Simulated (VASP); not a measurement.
# H2C5 in VASP: further runs

The runs below take H2C5 through single point, with PBEsol.

All numbers are computed with VASP 6.6.1; they aren't measurements. Logs are shortened: lines on timing, memory, paths and dates and some standing lists are left out, and cuts for length are marked.

**1. The cell of the first run**

The cell holds a slab with vacuum, 56 atoms: a = 5.049 Å, b = 10.097 Å, c = 17.165 Å, α = 90.00°, β = 90.00°, γ = 90.00°.

**2. Single point, PBEsol**

File INCAR:

```
SYSTEM = H2C5
  ALGO = Normal
  EDIFF = 1E-6
  ENCUT = 520
  GGA = PS
  ISIF = 2
  ISMEAR = -1
  LASPH = .TRUE.
  LCHARG = .FALSE.
  LREAL = Auto
  LWAVE = .FALSE.
  NBANDS = 122
  NELM = 100
  PREC = Accurate
  SIGMA = 0.02
```

File KPOINTS:

```
k-points
0
G
  2 1 1
  0 0 0
```

File POSCAR:

```
H2C5
1.0
    5.0487420000      0.0000000000      0.0000000000
    0.0000000000     10.0974850000      0.0000000000
    0.0000000000      0.0000000000     17.1647000000
H C
16 40
Direct
    0.4277868000      0.0000000000      0.0582591000
    0.0722132000      0.0000000000      0.0582591000
    0.9277868000      0.0000000000      0.0582591000
    0.5722132000      0.0000000000      0.0582591000
    0.4277868000      0.2500000000      0.0582591000
    0.0722132000      0.2500000000      0.0582591000
    0.9277868000      0.2500000000      0.0582591000
    0.5722132000      0.2500000000      0.0582591000
    0.4277868000      0.5000000000      0.0582591000
    0.0722132000      0.5000000000      0.0582591000
    0.9277868000      0.5000000000      0.0582591000
    0.5722132000      0.5000000000      0.0582591000
    0.4277868000      0.7500000000      0.0582591000
    0.0722132000      0.7500000000      0.0582591000
    0.9277868000      0.7500000000      0.0582591000
    0.5722132000      0.7500000000      0.0582591000
    0.2500000000      0.0000000000      0.0952362000
    0.7500000000      0.0000000000      0.0952362000
    0.2500000000      0.2500000000      0.0952362000
    0.7500000000      0.2500000000      0.0952362000
    0.2500000000      0.5000000000      0.0952362000
    0.7500000000      0.5000000000      0.0952362000
    0.2500000000      0.7500000000      0.0952362000
    0.7500000000      0.7500000000      0.0952362000
    0.2500000000      0.1250000000      0.1472324000
    0.7500000000      0.1250000000      0.1472324000
    0.2500000000      0.3750000000      0.1472324000
    0.7500000000      0.3750000000      0.1472324000
    0.2500000000      0.6250000000      0.1472324000
    0.7500000000      0.6250000000      0.1472324000
    0.2500000000      0.8750000000      0.1472324000
    0.7500000000      0.8750000000      0.1472324000
    0.0000000000      0.1250545164      0.1938181695
    0.5000000000      0.1250545164      0.1938181695
    0.0000000000      0.3750847722      0.2047017077
    0.5000000000      0.3750847722      0.2047017077
    0.0000000000      0.6250545164      0.1938181695
    0.5000000000      0.6250545164      0.1938181695
    0.0000000000      0.8750847722      0.2047017077
    0.5000000000      0.8750847722      0.2047017077
    0.0000000000      0.0086863386      0.2534397260
    0.5000000000      0.0086863386      0.2534397260
    0.0000000000      0.2415147604      0.2533512354
    0.5000000000      0.2415147604      0.2533512354
    0.0000000000      0.5086863386      0.2534397260
    0.5000000000      0.5086863386      0.2534397260
    0.0000000000      0.7415147604      0.2533512354
    0.5000000000      0.7415147604      0.2533512354
    0.2500000000      0.0567481626      0.2929990935
    0.7500000000      0.0567481626      0.2929990935
    0.2500000000      0.1935508869      0.2929490502
    0.7500000000      0.1935508869      0.2929490502
    0.2500000000      0.5567481626      0.2929990935
    0.7500000000      0.5567481626      0.2929990935
    0.2500000000      0.6935508869      0.2929490502
    0.7500000000      0.6935508869      0.2929490502
```

Potentials or basis: VASP PAW PBE potentials, release 64 (H, C).

Launch:

```
$ cat potpaw_PBE.64/H/POTCAR potpaw_PBE.64/C/POTCAR > POTCAR
$ mpirun -np 1 vasp_std > vasp.out
```

OUTCAR:

```text
SYSTEM = H2C5
   EDIFF = 1E-6
   ENCUT = 520
   GGA = PS
   ISIF = 2
   ISMEAR = -1
   LASPH = .TRUE.
   LREAL = Auto
   NELM = 100
   PREC = Accurate

 ion  position               nearest neighbor table
   1  0.428  0.000  0.058-   4 0.73  17 1.10
   2  0.072  0.000  0.058-   3 0.73  17 1.10
   3  0.928  0.000  0.058-   2 0.73  18 1.10
   4  0.572  0.000  0.058-   1 0.73  18 1.10
   5  0.428  0.250  0.058-   8 0.73  19 1.10
   6  0.072  0.250  0.058-   7 0.73  19 1.10
[... 8 lines left out ...]
  15  0.928  0.750  0.058-  14 0.73  24 1.10
  16  0.572  0.750  0.058-  13 0.73  24 1.10
  17  0.250  0.000  0.095-   1 1.10   2 1.10  25 1.55  31 1.55
[... 47 lines left out ...]
 A1 = (   5.0487420000,   0.0000000000,   0.0000000000)
 A2 = (   0.0000000000,  10.0974850000,   0.0000000000)
 A3 = (   0.0000000000,   0.0000000000,  17.1647000000)

Analysis of symmetry for initial positions (statically):
=====================================================================
 Subroutine PRICEL returns following result:

  LATTYP: Found a simple orthorhombic cell.
 ALAT       =     2.5243710000
 B/A-ratio  =     2.0000001981
 C/A-ratio  =     6.7995948298

  Lattice vectors:

 A1 = (   2.5243710000,   0.0000000000,   0.0000000000)
 A2 = (   0.0000000000,   5.0487425000,   0.0000000000)
 A3 = (   0.0000000000,   0.0000000000,  17.1647000000)

   4 primitive cells build up your supercell.

 Routine SETGRP: Setting up the symmetry group for a
 simple orthorhombic supercell.

 Subroutine GETGRP returns: Found  2 space group operations
 (whereof  2 operations were pure point group operations)
 out of a pool of  8 trial point group operations.

The static configuration has the point symmetry C_1h.

Analysis of symmetry for dynamics (positions and initial velocities):
=====================================================================
 Subroutine PRICEL returns following result:

  LATTYP: Found a simple orthorhombic cell.
 ALAT       =     2.5243710000
 B/A-ratio  =     2.0000001981
 C/A-ratio  =     6.7995948298

  Lattice vectors:

 A1 = (   2.5243710000,   0.0000000000,   0.0000000000)
 A2 = (   0.0000000000,   5.0487425000,   0.0000000000)
 A3 = (   0.0000000000,   0.0000000000,  17.1647000000)

   4 primitive cells build up your supercell.

 Routine SETGRP: Setting up the symmetry group for a
 simple orthorhombic supercell.

 Subroutine GETGRP returns: Found  2 space group operations
 (whereof  2 operations were pure point group operations)
 out of a pool of  8 trial point group operations.

The dynamic configuration has the point symmetry C_1h.

 Subroutine INISYM returns: Found  2 space group operations
 (whereof  2 operations are pure point group operations),
 and found     4 'primitive' translations

----------------------------------------------------------------------------------------

                                     Primitive cell

  volume of cell :     218.7624

  direct lattice vectors                    reciprocal lattice vectors
     2.524371000  0.000000000  0.000000000     0.396138286  0.000000000  0.000000000
     0.000000000  5.048742500  0.000000000     0.000000000  0.198069123  0.000000000
     0.000000000  0.000000000 17.164700000     0.000000000  0.000000000  0.058259102

  length of vectors
     2.524371000  5.048742500 17.164700000     0.396138286  0.198069123  0.058259102

  position of ions in fractional coordinates (direct lattice)
     0.855573600  0.000000000  0.058259100
     0.144426400  0.000000000  0.058259100
     0.855573600  0.500000000  0.058259100
     0.144426400  0.500000000  0.058259100
     0.500000000  0.000000000  0.095236200
     0.500000000  0.500000000  0.095236200
     0.500000000  0.250000000  0.147232400
     0.500000000  0.750000000  0.147232400
     0.000000000  0.250109033  0.193818169
     0.000000000  0.750169544  0.204701708
     0.000000000  0.017372677  0.253439726
     0.000000000  0.483029521  0.253351235
     0.500000000  0.113496325  0.292999094
     0.500000000  0.387101774  0.292949050

  ion indices of the primitive-cell ions
   primitive index   ion index
                 1           1
                 2           4
                 3           5
                 4           8
                 5          17
                 6          19
                 7          25
                 8          31
                 9          34
                10          40
                11          42
                12          44
                13          49
                14          51

----------------------------------------------------------------------------------------

 KPOINTS: k-points

Automatic generation of k-mesh.
 Grid dimensions read from file:
 generate k-points for:    2    1    1

 Generating k-lattice:

  Cartesian coordinates                     Fractional coordinates (reciprocal lattice)
     0.099034571  0.000000000  0.000000000     0.500000000  0.000000000  0.000000000
     0.000000000  0.099034562  0.000000000     0.000000000  1.000000000  0.000000000
     0.000000000  0.000000000  0.058259102     0.000000000  0.000000000  1.000000000

  Length of vectors
     0.099034571  0.099034562  0.058259102

  Shift w.r.t. Gamma in fractional coordinates (k-lattice)
     0.000000000  0.000000000  0.000000000

 Subroutine IBZKPT returns following result:
 ===========================================

 Found      2 irreducible k-points:

 Following reciprocal coordinates:
            Coordinates               Weight
  0.000000  0.000000  0.000000      1.000000
  0.500000  0.000000  0.000000      1.000000
   k-points           NKPTS =      2   k-points in BZ     NKDIM =      2   number of bands    NBANDS=    122
   number of dos      NEDOS =    301   number of ions     NIONS =     56
   total plane-waves  NPLWV = 409600
   dimension x,y,z NGX =    40 NGY =   80 NGZ =  128
   dimension x,y,z NGXF=    80 NGYF=  160 NGZF=  256
   ions per type =              16  40
   NGX,Y,Z   is equivalent  to a cutoff of  13.17, 13.17, 12.40 a.u.
   NGXF,Y,Z  is equivalent  to a cutoff of  26.34, 26.34, 24.79 a.u.
 SYSTEM =  H2C5
   PREC   = accura    normal or accurate (medium, high low for compatibility)
   ISTART =      0    job   : 0-new  1-cont  2-samecut
   ICHARG =      2    charge: 1-file 2-atom 10-const
   ISPIN  =      1    spin polarized calculation?
   LNONCOLLINEAR =      F non collinear calculations
   LSORBIT =      F    spin-orbit coupling
   LASPH  =      T    aspherical Exc in radial PAW
   ENCUT  =  520.0 eV  38.22 Ry    6.18 a.u.   9.39 18.77 31.91*2*pi/ulx,y,z
   NELM   =    100;   NELMIN=  2; NELMDL= -5     # of ELM steps
   EDIFF  = 0.1E-05   stopping-criterion for ELM
   LREAL  =      T    real-space projection
   EDIFFG = 0.1E-04   stopping-criterion for IOM
   NSW    =      0    number of steps for IOM
   IBRION =     -1    ionic relax: 0-MD 1-quasi-New 2-CG
   NFREE  =      0    steps in history (QN), initial steepest desc. (CG)
   ISIF   =      2    stress and relaxation
   ISYM   =      2    0-nonsym 1-usesym 2-fastsym
   POTIM  = 0.5000    time-step for ionic-motion
   TEBEG  =    0.0;   TEEND  =   0.0 temperature during run
   PSTRESS=    0.0 pullay stress
   NELECT =     176.0000    total number of electrons
   NUPDOWN=      -1.0000    fix difference up-down
   EMIN   =  10.00;   EMAX   =-10.00  energy-range for DOS
   EFERMI =   0.00;   METHOD = LEGACY
   ISMEAR =    -1;   SIGMA  =   0.02  broadening in eV -4-tet -1-fermi 0-gaus
   EFERMI_NEDOS =   21; number of points for ismear=-14 and -15
   IALGO  =     38    algorithm
   IMIX   =      4    mixing-type and parameters
     AMIX     =   0.40;   BMIX     =  1.00
     AMIX_MAG =   1.60;   BMIX_MAG =  1.00
  volume/ion in A,a.u.               =      15.63       105.45
  Fermi-wavevector in a.u.,A,eV,Ry     =   0.959183  1.812593 12.517798  0.920032
  Thomas-Fermi vector in A             =   2.088357
   LORBIT       =      0    0 simple, 1 ext, 2 COOP (PROOUT), +10 PAW based schemes
   GGA     = PS    functional components
   LHFCALC =     F    Hartree Fock is set to
   AEXX    =    0.0000 exact exchange contribution
   IVDW    =     0    specifies the selected vdW correction
   LEPSILON=     F    determine dielectric tensor
   LRPA    =     F    only Hartree local field effects (RPA)
 non-spin polarized calculation
  energy-cutoff  :      520.00
  volume of cell :      875.05
 maximum number of plane-waves:     23593
 NGX is ok and might be reduce to    40
   NGX = 19   NGY = 37   NGZ = 63

 number of electron     176.0000012 magnetization

 Free energy of the ion-electron system (eV)
  ---------------------------------------------------
  ext. energy  EPLUGINS =         0.00000000
  ---------------------------------------------------
  free energy    TOTEN  =      -396.95020204 eV

  energy without entropy =     -396.95020204  energy(sigma->0) =     -396.95020204

 E-fermi :   0.5479     XC(G=0):  -4.8680

 val. band max:        0.1367570015   @ k =   0.0000   0.0000   0.0000
 cond. band min:       0.9600016003   @ k =   0.0000   0.0000   0.0000
 fundamental gap:      0.8232445988
 Fermi energy:         0.5478816587

 k-point     1 :       0.0000    0.0000    0.0000
  band No.  band energies     occupation
      1     -21.3764      2.00000
      2     -20.9342      2.00000
      3     -19.2447      2.00000
      4     -19.0998      2.00000
      5     -18.3465      2.00000
      6     -17.0967      2.00000
[... 92 lines left out ...]
     99       3.9455      0.00000
    100       3.9592      0.00000

 k-point     2 :       0.5000    0.0000    0.0000
  band No.  band energies     occupation
      1     -20.2336      2.00000
      2     -20.2336      2.00000
      3     -19.7997      2.00000
      4     -19.7997      2.00000
      5     -18.1076      2.00000
      6     -18.1076      2.00000
[... 92 lines left out ...]
     99       4.6581      0.00000
    100       4.6581      0.00000
 [bands above 100 left out]

------------------------ aborting loop because EDIFF is reached ----------------------------------------

  FORCE on cell =-STRESS in cart. coord.  units (eV):
  Direction    XX          YY          ZZ          XY          YZ          ZX
  --------------------------------------------------------------------------------------
  -------------------------------------------------------------------------------------
  Total      156.8565561    -19.7906377    -10.2799781      0.0000000     -0.1486131      0.0000000
  in kB      287.1974939    -36.2357921    -18.8221903      0.0000000     -0.2721040      0.0000000
  external PRESSURE =      77.3798372 kB  Pullay stress =       0.0000000 kB

 VOLUME and BASIS-vectors are now :
 -----------------------------------------------------------------------------
  energy-cutoff  :      520.00
  volume of cell :      875.05
      direct lattice vectors                 reciprocal lattice vectors
     5.048742000  0.000000000  0.000000000     0.198069143  0.000000000  0.000000000
     0.000000000 10.097485000  0.000000000     0.000000000  0.099034562  0.000000000
     0.000000000  0.000000000 17.164700000     0.000000000  0.000000000  0.058259102

 POSITION                                       TOTAL-FORCE (eV/Angst)
 -----------------------------------------------------------------------------------
      2.15979      0.00000      1.00000        -8.934106     -0.058373      0.033360
      0.36459      0.00000      1.00000         8.934106     -0.058373      0.033360
      4.68416      0.00000      1.00000        -8.934106     -0.058373      0.033360
      2.88896      0.00000      1.00000         8.934106     -0.058373      0.033360
      2.15979      2.52437      1.00000        -8.933971      0.059208      0.033565
      0.36459      2.52437      1.00000         8.933971      0.059208      0.033565
[... 48 lines left out ...]
      1.26219      7.00312      5.02838         0.000000      0.084273     -0.018376
      3.78656      7.00312      5.02838         0.000000      0.084273     -0.018376
 -----------------------------------------------------------------------------------
    total drift:                                0.000000      0.003146     -0.014587

  FREE ENERGIE OF THE ION-ELECTRON SYSTEM (eV)
  ---------------------------------------------------
  free  energy   TOTEN  =      -396.9502020444 eV

  energy  without entropy=     -396.9502020434  energy(sigma->0) =     -396.95020204
```

Run time: 13 min. Hardware: 1 thread of Intel Xeon 6975P-C (Granite Rapids), shared host; peak memory 0.86 GiB.

Results:

```yaml
Free_energy: -396.9502 eV
Largest_force: 8.934 eV/Å
Band_gap_on_the_k_mesh: 0.82 eV
```

Forces in eV/Å, atoms in the order of the input:
```
H   -8.934 -0.058  0.033
H    8.934 -0.058  0.033
H   -8.934 -0.058  0.033
H    8.934 -0.058  0.033
H   -8.934  0.059  0.034
H    8.934  0.059  0.034
H   -8.934  0.059  0.034
H    8.934  0.059  0.034
H   -8.934 -0.058  0.033
H    8.934 -0.058  0.033
H   -8.934 -0.058  0.033
H    8.934 -0.058  0.033
H   -8.934  0.059  0.034
H    8.934  0.059  0.034
H   -8.934  0.059  0.034
H    8.934  0.059  0.034
C    0.000 -0.181  1.232
C    0.000 -0.181  1.232
C    0.000  0.181  1.235
C    0.000  0.181  1.235
C    0.000 -0.181  1.232
C    0.000 -0.181  1.232
C    0.000  0.181  1.235
C    0.000  0.181  1.235
C    0.000  0.001 -3.707
C    0.000  0.001 -3.707
C    0.000  0.019  1.070
C    0.000  0.019  1.070
C    0.000  0.001 -3.707
C    0.000  0.001 -3.707
C    0.000  0.019  1.070
C    0.000  0.019  1.070
C    0.000 -0.007 -0.067
C    0.000 -0.007 -0.067
C    0.000 -0.007  0.026
C    0.000 -0.007  0.026
C    0.000 -0.007 -0.067
C    0.000 -0.007 -0.067
C    0.000 -0.007  0.026
C    0.000 -0.007  0.026
C    0.000 -0.088  0.046
C    0.000 -0.088  0.046
C    0.000  0.086  0.073
C    0.000  0.086  0.073
C    0.000 -0.088  0.046
C    0.000 -0.088  0.046
C    0.000  0.086  0.073
C    0.000  0.086  0.073
C    0.000 -0.089 -0.022
C    0.000 -0.089 -0.022
C    0.000  0.084 -0.018
C    0.000  0.084 -0.018
C    0.000 -0.089 -0.022
C    0.000 -0.089 -0.022
C    0.000  0.084 -0.018
C    0.000  0.084 -0.018
```

Caveat: the k points lie up to 0.62 Å⁻¹ apart; the PAW data sets were made with another functional, which shifts forces and pressure a little.

[end of part 1 of 2]
